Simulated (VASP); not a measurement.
# H22CO12 in VASP: single point with PBEsol

Aim: the single point of H22CO12 with PBEsol.

Everything below comes from runs of VASP 6.6.1. Logs are shortened: lines on timing, memory, paths and dates and some standing lists are left out, and cuts for length are marked.

## Step 1: The cell of the first run

The cell holds a disordered packing, 35 atoms: a = 7.785 Å, b = 7.785 Å, c = 7.785 Å, α = 90.00°, β = 90.00°, γ = 90.00°.

## Step 2: Single point, PBEsol

File INCAR:

```
SYSTEM = H22CO12
ALGO     = Normal         ! electronic algorithm
EDIFF    = 1E-6           ! SCF threshold, eV
ENCUT    = 1000           ! plane-wave cutoff, eV
GGA      = PS             ! functional
GGA_COMPAT= .False.      
ISIF     = 2              ! what is computed and relaxed
ISMEAR   = -1             ! smearing method
LASPH    = .True.         ! aspherical terms in the spheres
LCHARG   = .False.        ! write CHGCAR
LREAL    = Auto         
LWAVE    = .False.        ! write WAVECAR
NBANDS   = 72             ! bands
NELM     = 120            ! most SCF steps
PREC     = Accurate       ! precision mode
SIGMA    = 0.02           ! smearing width, eV
```

File KPOINTS:

```
k-points
0
Gamma
  1 1 1
  0 0 0
```

File POSCAR:

```
H22CO12
1.0
    7.7854430000      0.0000000000      0.0000000000
    0.0000000000      7.7854430000      0.0000000000
    0.0000000000      0.0000000000      7.7854430000
O H C
12 22 1
Direct
    0.3754247907      0.1938177172      0.5730046451
    0.5910752245      0.2803697495      0.3101721811
    0.8053421620      0.8530730717      0.7170731451
    0.1520708974      0.3898147341      0.9920223459
    0.5452262297      0.5955812803      0.6143936827
   -0.0611919987      0.3726485731      0.4504799423
    0.9569452056      0.1128051557      0.2459256257
    0.8044956682      0.3223005143      1.0305567202
    0.3337139177      1.1033843841      0.1163330541
    0.6754257100      0.1739234329      0.7551406974
    0.0264067518      0.6945597350      0.4443514594
    0.2809001210      0.6227012789      0.3253320747
    0.3189615210      0.2931387754      0.6240022932
    0.4289995135      0.2390200594      0.4667096814
    0.6915024677      0.2606284206      0.3840340053
    0.6449632237      0.3306774982      0.2059690764
    0.8861493282      0.8298166991      0.6228587030
    0.7116948822      0.7700669644      0.6971295642
    0.1946263380      0.4812915961      1.0664442529
    0.2183189752      0.2873487030      1.0303518703
    0.6047398554      0.4853120308      0.6119991145
    0.4914650670      0.6031685107      0.5006947176
   -0.0283413813      0.3328293495      0.5647334293
   -0.0309759384      0.2729211621      0.3694164556
    0.8933486757      0.1726526518      0.1490650624
    1.0666104048      0.0727660123      0.1986232924
    0.9204716732      0.3694693297      1.0039802726
    0.7533408363      0.2740771820      0.9217401763
    0.4305116979      1.1452835088      0.1878826730
    0.3907551790      1.0326108594      0.0300933957
    0.5601293894      0.1722273093      0.6992362593
    0.7251379044      0.0562753159      0.7382708169
   -0.0013947345      0.5652175672      0.4294402406
    0.2243881363      0.8611021339      0.4224268762
    0.1852132054      0.7264502337      0.3940141970
```

Potentials or basis: VASP PAW PBE potentials, release 64 (O_h, H_h, C_h).

On the command line:

```
cat potpaw_PBE.64/O_h/POTCAR potpaw_PBE.64/H_h/POTCAR potpaw_PBE.64/C_h/POTCAR > POTCAR
mpirun -np 1 vasp_gam > vasp.out
```

OUTCAR:

```text
SYSTEM = H22CO12
   EDIFF = 1E-6
   ENCUT = 1000
   GGA = PS
   ISIF = 2
   ISMEAR = -1
   LASPH = .True.
   LREAL = Auto
   NELM = 120
   PREC = Accurate

 ion  position               nearest neighbor table
   1  0.375  0.194  0.573-  13 0.97  14 0.99
   2  0.591  0.280  0.310-  15 0.98  16 0.99
   3  0.805  0.853  0.717-  17 0.98  18 0.99
   4  0.152  0.390  0.992-  19 0.98  20 1.00
   5  0.545  0.596  0.614-  21 0.98  22 0.98
   6  0.939  0.373  0.450-  23 0.98  24 1.03
   7  0.957  0.113  0.246-  26 0.98  25 1.02
   8  0.804  0.322  0.031-  27 1.00  28 1.01
   9  0.334  0.103  0.116-  30 0.98  29 0.99
  10  0.675  0.174  0.755-  31 1.00  32 1.00
  11  0.026  0.695  0.444-  33 1.04  35 1.32
  12  0.281  0.623  0.325-  35 1.22
  13  0.319  0.293  0.624-   1 0.97
  14  0.429  0.239  0.467-   1 0.99
  15  0.692  0.261  0.384-   2 0.98
  16  0.645  0.331  0.206-   2 0.99
  17  0.886  0.830  0.623-   3 0.98
[... 15 lines left out ...]
  33  0.999  0.565  0.429-  11 1.04
  34  0.224  0.861  0.422-  35 1.11
  35  0.185  0.726  0.394-  34 1.11  12 1.22  11 1.32

  LATTYP: Found a simple cubic cell.
 ALAT       =     7.7854430000

  Lattice vectors:

 A1 = (   7.7854430000,   0.0000000000,   0.0000000000)
 A2 = (   0.0000000000,   7.7854430000,   0.0000000000)
 A3 = (   0.0000000000,   0.0000000000,   7.7854430000)

Analysis of symmetry for initial positions (statically):
=====================================================================
 Subroutine PRICEL returns:
 Original cell was already a primitive cell.

 Routine SETGRP: Setting up the symmetry group for a
 simple cubic supercell.

 Subroutine GETGRP returns: Found  1 space group operations
 (whereof  1 operations were pure point group operations)
 out of a pool of 48 trial point group operations.

The static configuration has the point symmetry C_1 .

Analysis of symmetry for dynamics (positions and initial velocities):
=====================================================================
 Subroutine PRICEL returns:
 Original cell was already a primitive cell.

 Routine SETGRP: Setting up the symmetry group for a
 simple cubic supercell.

 Subroutine GETGRP returns: Found  1 space group operations
 (whereof  1 operations were pure point group operations)
 out of a pool of 48 trial point group operations.

The dynamic configuration has the point symmetry C_1 .

 Subroutine INISYM returns: Found  1 space group operations
 (whereof  1 operations are pure point group operations),
 and found     1 'primitive' translations

----------------------------------------------------------------------------------------

                                     Primitive cell

  volume of cell :     471.9000

  direct lattice vectors                    reciprocal lattice vectors
     7.785443000  0.000000000  0.000000000     0.128444843  0.000000000  0.000000000
     0.000000000  7.785443000  0.000000000     0.000000000  0.128444843  0.000000000
     0.000000000  0.000000000  7.785443000     0.000000000  0.000000000  0.128444843

  length of vectors
     7.785443000  7.785443000  7.785443000     0.128444843  0.128444843  0.128444843

  position of ions in fractional coordinates (direct lattice)
     0.375424791  0.193817717  0.573004645
     0.591075225  0.280369749  0.310172181
     0.805342162  0.853073072  0.717073145
     0.152070897  0.389814734  0.992022346
     0.545226230  0.595581280  0.614393683
     0.938808001  0.372648573  0.450479942
[... 27 lines left out ...]
     0.224388136  0.861102134  0.422426876
     0.185213205  0.726450234  0.394014197

  ion indices of the primitive-cell ions
   primitive index   ion index
                 1           1
                 2           2
                 3           3
                 4           4
                 5           5
                 6           6
[... 27 lines left out ...]
                34          34
                35          35

----------------------------------------------------------------------------------------

 KPOINTS: k-points

Automatic generation of k-mesh.
 Grid dimensions read from file:
 generate k-points for:    1    1    1

 Generating k-lattice:

  Cartesian coordinates                     Fractional coordinates (reciprocal lattice)
     0.128444843  0.000000000  0.000000000     1.000000000  0.000000000  0.000000000
     0.000000000  0.128444843  0.000000000     0.000000000  1.000000000  0.000000000
     0.000000000  0.000000000  0.128444843     0.000000000  0.000000000  1.000000000

  Length of vectors
     0.128444843  0.128444843  0.128444843

  Shift w.r.t. Gamma in fractional coordinates (k-lattice)
     0.000000000  0.000000000  0.000000000

 Subroutine IBZKPT returns following result:
 ===========================================

 Found      1 irreducible k-points:

 Following reciprocal coordinates:
            Coordinates               Weight
  0.000000  0.000000  0.000000      1.000000
   k-points           NKPTS =      1   k-points in BZ     NKDIM =      1   number of bands    NBANDS=     72
   number of dos      NEDOS =    301   number of ions     NIONS =     35
   total plane-waves  NPLWV = 512000
   dimension x,y,z NGX =    80 NGY =   80 NGZ =   80
   dimension x,y,z NGXF=   160 NGYF=  160 NGZF=  160
   ions per type =              12  22   1
   NGX,Y,Z   is equivalent  to a cutoff of  17.08, 17.08, 17.08 a.u.
   NGXF,Y,Z  is equivalent  to a cutoff of  34.17, 34.17, 34.17 a.u.
 SYSTEM =  H22CO12
   PREC   = accura    normal or accurate (medium, high low for compatibility)
   ISTART =      0    job   : 0-new  1-cont  2-samecut
   ICHARG =      2    charge: 1-file 2-atom 10-const
   ISPIN  =      1    spin polarized calculation?
   LNONCOLLINEAR =      F non collinear calculations
   LSORBIT =      F    spin-orbit coupling
   LASPH  =      T    aspherical Exc in radial PAW
   ENCUT  = 1000.0 eV  73.50 Ry    8.57 a.u.  20.07 20.07 20.07*2*pi/ulx,y,z
   NELM   =    120;   NELMIN=  2; NELMDL= -5     # of ELM steps
   EDIFF  = 0.1E-05   stopping-criterion for ELM
   LREAL  =      T    real-space projection
   EDIFFG = 0.1E-04   stopping-criterion for IOM
   NSW    =      0    number of steps for IOM
   IBRION =     -1    ionic relax: 0-MD 1-quasi-New 2-CG
   NFREE  =      0    steps in history (QN), initial steepest desc. (CG)
   ISIF   =      2    stress and relaxation
   ISYM   =      2    0-nonsym 1-usesym 2-fastsym
   POTIM  = 0.5000    time-step for ionic-motion
   TEBEG  =    0.0;   TEEND  =   0.0 temperature during run
   PSTRESS=    0.0 pullay stress
   NELECT =      98.0000    total number of electrons
   NUPDOWN=      -1.0000    fix difference up-down
   EMIN   =  10.00;   EMAX   =-10.00  energy-range for DOS
   EFERMI =   0.00;   METHOD = LEGACY
   ISMEAR =    -1;   SIGMA  =   0.02  broadening in eV -4-tet -1-fermi 0-gaus
   EFERMI_NEDOS =   21; number of points for ismear=-14 and -15
   IALGO  =     38    algorithm
   IMIX   =      4    mixing-type and parameters
     AMIX     =   0.40;   BMIX     =  1.00
     AMIX_MAG =   1.60;   BMIX_MAG =  1.00
  volume/ion in A,a.u.               =      13.48        90.99
  Fermi-wavevector in a.u.,A,eV,Ry     =   0.969468  1.832029 12.787686  0.939868
  Thomas-Fermi vector in A             =   2.099523
   LORBIT       =      0    0 simple, 1 ext, 2 COOP (PROOUT), +10 PAW based schemes
   GGA     = PS    functional components
   LHFCALC =     F    Hartree Fock is set to
   AEXX    =    0.0000 exact exchange contribution
   IVDW    =     0    specifies the selected vdW correction
   LEPSILON=     F    determine dielectric tensor
   LRPA    =     F    only Hartree local field effects (RPA)
 non-spin polarized calculation
  energy-cutoff  :     1000.00
  volume of cell :      471.90
 maximum number of plane-waves:     16917
   NGX = 41   NGY = 41   NGZ = 41

 number of electron      98.0000000 magnetization

 Free energy of the ion-electron system (eV)
  ---------------------------------------------------
  ext. energy  EPLUGINS =         0.00000000
  ---------------------------------------------------
  free energy    TOTEN  =      -178.51062277 eV

  energy without entropy =     -178.51062277  energy(sigma->0) =     -178.51062277

 E-fermi :  -3.5920     XC(G=0):  -5.7508

 val. band max:       -4.1416167689   @ k =   0.0000   0.0000   0.0000
 cond. band min:       0.7448473430   @ k =   0.0000   0.0000   0.0000
 fundamental gap:      4.8864641119
 Fermi energy:        -3.5919618631

 k-point     1 :       0.0000    0.0000    0.0000
  band No.  band energies     occupation
      1     -25.0759      2.00000
      2     -23.1315      2.00000
      3     -22.9460      2.00000
      4     -22.8781      2.00000
      5     -22.7144      2.00000
      6     -22.5534      2.00000
[... 53 lines left out ...]
     60       5.0364      0.00000
     61       5.0851      0.00000
 [bands above 61 left out]

------------------------ aborting loop because EDIFF is reached ----------------------------------------

  FORCE on cell =-STRESS in cart. coord.  units (eV):
  Direction    XX          YY          ZZ          XY          YZ          ZX
  --------------------------------------------------------------------------------------
  -------------------------------------------------------------------------------------
  Total       -3.1217824     -2.2321508     -1.8674193     -0.4326659     -0.7851321     -0.5030992
  in kB      -10.5989593     -7.5785154     -6.3401924     -1.4689711     -2.6656511     -1.7081035
  external PRESSURE =      -8.1725557 kB  Pullay stress =       0.0000000 kB

 VOLUME and BASIS-vectors are now :
 -----------------------------------------------------------------------------
  energy-cutoff  :     1000.00
  volume of cell :      471.90
      direct lattice vectors                 reciprocal lattice vectors
     7.785443000  0.000000000  0.000000000     0.128444843  0.000000000  0.000000000
     0.000000000  7.785443000  0.000000000     0.000000000  0.128444843  0.000000000
     0.000000000  0.000000000  7.785443000     0.000000000  0.000000000  0.128444843

 POSITION                                       TOTAL-FORCE (eV/Angst)
 -----------------------------------------------------------------------------------
      2.92285      1.50896      4.46110         0.029176      0.091547      0.035022
      4.60178      2.18280      2.41483        -0.047786     -0.010500     -0.051044
      6.26995      6.64155      5.58273        -0.001140      0.024732     -0.127838
      1.18394      3.03488      7.72333         0.017417     -0.074888     -0.002901
      4.24483      4.63686      4.78333         0.078138     -0.023688     -0.007469
      7.30904      2.90123      3.50719         0.087226      0.011669      0.173074
[... 27 lines left out ...]
      1.74696      6.70406      3.28878        -0.063544     -0.023962     -0.017564
      1.44197      5.65574      3.06758        -0.109704     -0.002900      0.050170
 -----------------------------------------------------------------------------------
    total drift:                                0.002183      0.000531     -0.003752

  FREE ENERGIE OF THE ION-ELECTRON SYSTEM (eV)
  ---------------------------------------------------
  free  energy   TOTEN  =      -178.5106227727 eV

  energy  without entropy=     -178.5106227727  energy(sigma->0) =     -178.51062277
```

It took 2.5 min on 1 thread of Intel Xeon Platinum 8375C at 2.90GHz (Ice Lake), shared host; peak memory 0.94 GiB.

Results:

```
Free energy            : -178.5106 eV
Pressure               : -0.8 GPa
Largest force          : 0.211 eV/Å
Band gap on the k mesh : 4.89 eV
```

Forces in eV/Å, atoms in the order of the input:
```
O    0.029  0.092  0.035
O   -0.048 -0.011 -0.051
O   -0.001  0.025 -0.128
O    0.017 -0.075 -0.003
O    0.078 -0.024 -0.007
O    0.087  0.012  0.173
O    0.131 -0.009 -0.019
O   -0.023 -0.033  0.025
O    0.170 -0.009 -0.046
O    0.013 -0.038 -0.052
O    0.181  0.022 -0.010
O    0.086 -0.016  0.008
H   -0.015  0.042  0.016
H   -0.022  0.015  0.019
H   -0.021 -0.023 -0.009
H    0.072 -0.003 -0.041
H   -0.141 -0.027  0.087
H   -0.043 -0.065 -0.135
H   -0.002  0.043  0.049
H   -0.065  0.067 -0.011
H    0.047  0.046  0.029
H   -0.001  0.056 -0.023
H   -0.161  0.020 -0.086
H   -0.011 -0.064 -0.049
H    0.122 -0.079  0.051
H   -0.059  0.198  0.042
H   -0.003 -0.018  0.002
H   -0.022 -0.060 -0.052
H   -0.072  0.073  0.099
H   -0.132  0.032 -0.002
H    0.064  0.043  0.019
H    0.013 -0.067 -0.027
H   -0.096 -0.139  0.067
H   -0.064 -0.024 -0.018
C   -0.110 -0.003  0.050
```

Levels at points of the mesh, in eV from the valence-band top:
| k point | band 45 | band 46 | band 47 | band 48 | band 49 | band 50 | band 51 | band 52 | band 53 | band 54 |
| --- | --- | --- | --- | --- | --- | --- | --- | --- | --- | --- |
| (0.00, 0.00, 0.00) | -0.40 | -0.34 | -0.29 | -0.18 | 0.00 | 4.89 | 5.26 | 6.92 | 7.40 | 7.48 |

Caveat: the k points lie up to 0.81 Å⁻¹ apart; the PAW data sets were made with another functional, which shifts forces and pressure a little.
